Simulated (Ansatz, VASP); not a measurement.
**One calculation of Ga2SnSe3, two programs**

File INCAR:

```
SYSTEM = Ga2SnSe3
ALGO     = Normal         ! electronic algorithm
EDIFF    = 1E-7           ! SCF threshold, eV
EDIFFG   = -0.04          ! ionic threshold
ENCUT    = 600            ! plane-wave cutoff, eV
GGA      = PE             ! functional
IBRION   = 2              ! ionic algorithm
ISIF     = 3              ! what is computed and relaxed
ISMEAR   = 0              ! smearing method
LASPH    = .TRUE.         ! aspherical terms in the spheres
LCHARG   = .FALSE.        ! write CHGCAR
LREAL    = .FALSE.        ! projectors in reciprocal space
LWAVE    = .FALSE.        ! write WAVECAR
NELM     = 100            ! most SCF steps
NSW      = 90             ! ionic steps
PREC     = Accurate       ! precision mode
SIGMA    = 0.1            ! smearing width, eV
```

The input KPOINTS:

```
k-points
0
G
  4 4 4
  0 0 0
```

The input POSCAR:

```
Ga2SnSe3
1.0
    4.2864114200      0.0000000000      0.0000000000
    0.0000000000      4.2864114200      0.0000000000
    0.0000000000      0.0000000000      5.0179005700
Ga Sn Se
2 1 3
Direct
    0.0000000000      0.0000000000      0.7184213900
    0.0000000000      0.0000000000      0.2815786100
    0.0000000000      0.0000000000      0.0000000000
    0.0000000000      0.5000000000      0.5000000000
    0.5000000000      0.0000000000      0.5000000000
    0.5000000000      0.5000000000      0.0000000000
```

Input for Ansatz:

```yaml
crystal:
  lattice:
    - [4.28641142, 0.0, 0.0]
    - [0.0, 4.28641142, 0.0]
    - [0.0, 0.0, 5.01790057]
  atoms:
    - { symbol: Ga, position: [0.0, 0.0, 0.71842139] }
    - { symbol: Ga, position: [0.0, 0.0, 0.28157861] }
    - { symbol: Sn, position: [0.0, 0.0, 0.0] }
    - { symbol: Se, position: [0.0, 0.5, 0.5] }
    - { symbol: Se, position: [0.5, 0.0, 0.5] }
    - { symbol: Se, position: [0.5, 0.5, 0.0] }
basis:
  ecutwfc: 420
kpoints:
  mp_grid: { grid: [4, 4, 4] }
hamiltonian:
  xc: pbe
scf:
  occupations: { method: gaussian, width: 0.1 }
  lower_state_search: "off"
output:
  forces: true
  stress: true
  eigenvalues: true
relax:
  adjacent_minimum: "off"
  f_tol: 0.04
  max_steps: 70
  cell: { stress_tol: 0.4 }
```

Alike in both runs: task relaxation of cell and atoms; functional PBE; k mesh 4 × 4 × 4; occupations gaussian, width 0.1 eV; no spin polarisation.

|  | VASP | Ansatz |
| --- | --- | --- |
| version | VASP 6.6.1 | Ansatz 0.2.0 |
| potentials or method | VASP PAW PBE potentials, release 64 (Ga_d, Sn_d, Se), cutoff 600 eV | scalar-relativistic, plane waves, PAW |
| valence electrons in the cell | 58 | 88 |

Ansatz gave:

- gap on the k mesh at the Fermi level, each at its own relaxed structure (eV): none
- relaxed volume (Å³/atom): 28.27
- relaxed length of the cell vector where the two differ most in proportion (Å): 9.193

Q: Estimate VASP's values.

A: gap on the k mesh at the Fermi level, each at its own relaxed structure (eV): none; relaxed volume (Å³/atom): 27.10; relaxed length of the cell vector where the two differ most in proportion (Å): 8.737.

A gap of «none» marks a metal or a gap that the smearing closes. One of these differences is far larger than is usual between the two programs; its cause wasn't traced. VASP's potentials hold 58 valence electrons a cell and Ansatz's 88, so a difference there can come from the potentials and not from the codes.

The k mesh is coarse, so the values compare programs but aren't converged. Noted on VASP's run: the volume moved by over 15 % at a fixed basis, so the end points are rough.
